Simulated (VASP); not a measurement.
Here is a VASP 6.6.1 calculation.

INCAR

```
ALGO = Normal ; EDIFF = 1E-8
ENCUT = 520 ; GGA = PE
IBRION = 8 ; ISIF = 2
ISMEAR = -1 ; LASPH = T
LCHARG = T ; LREAL = F
LWAVE = F ; NELM = 100
NSW = 1 ; PREC = Accurate
SIGMA = 0.15
```

KPOINTS

```
k-points
0
Gamma
  8 8 8
```

POSCAR

```
InGa3N
1.0
    4.4600834679      0.0000000000      0.0000000000
    0.0000000000      4.4600834679      0.0000000000
    0.0000000000      0.0000000000      4.4600834679
In Ga N
1 3 1
Direct
    0.0000000000      0.0000000000      0.0000000000
    0.5000000000      0.5000000000      0.0000000000
    0.0000000000      0.5000000000      0.5000000000
    0.5000000000      0.0000000000      0.5000000000
    0.5000000000      0.5000000000      0.5000000000
```

Potentials or basis: VASP PAW PBE potentials, release 64 (In_d, Ga_d, N).

The run is started by

```console
$ cat potpaw_PBE.64/In_d/POTCAR potpaw_PBE.64/Ga_d/POTCAR potpaw_PBE.64/N/POTCAR > POTCAR
$ mpirun -np 1 vasp_std > vasp.out
```

Q: What does it give for the highest phonon frequency at Γ, LO-TO splitting left out?

A: 170 cm⁻¹.

Q: Estimate the most unstable mode.

A: 114i cm⁻¹.

Phonon frequencies in cm⁻¹ (negative: imaginary):
```
              q point                                            frequencies
(0.000, 0.000, 0.000)  -114 -114 -114 -33 -33 -33 0 0 0 85 85 85 170 170 170
```

Caveat: some modes are imaginary.
